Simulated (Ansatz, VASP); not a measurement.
GaN in VASP and in Ansatz

```xyz
2
Lattice="0.0592 2.1010 2.1010 2.1010 0.0592 2.1010 2.1010 2.1010 0.0592" Properties=species:S:1:pos:R:3 pbc="T T T"
Ga    0.0000    0.0000    0.0000
N     2.1306    2.1306    2.1306
```

Change from the starting cell: epitaxial_111 strain -3.2%.

Alike in both runs: task single point; functional PBE; k mesh 10 × 10 × 10; occupations fermi-dirac, width 0.02 eV; no spin polarisation.

```csv
,VASP,Ansatz
version,VASP 6.6.1,Ansatz 0.2.0
potentials or method,"VASP PAW PBE potentials, release 64 (Ga_d, N)","plane waves, PAW"
plane-wave cutoff (eV),520,420
valence electrons in the cell,18,18
```

|  | VASP | Ansatz | Ansatz less VASP |
| --- | --- | --- | --- |
| gap on the k mesh at the Fermi level (eV) | 0.84 | 0.85 | +0.012 |
| pressure (GPa) | 24.2 | 23.3 | -0.96 |
| traceless stress, the component that is largest in VASP (GPa) | -6.84 | -6.86 | -0.018 |
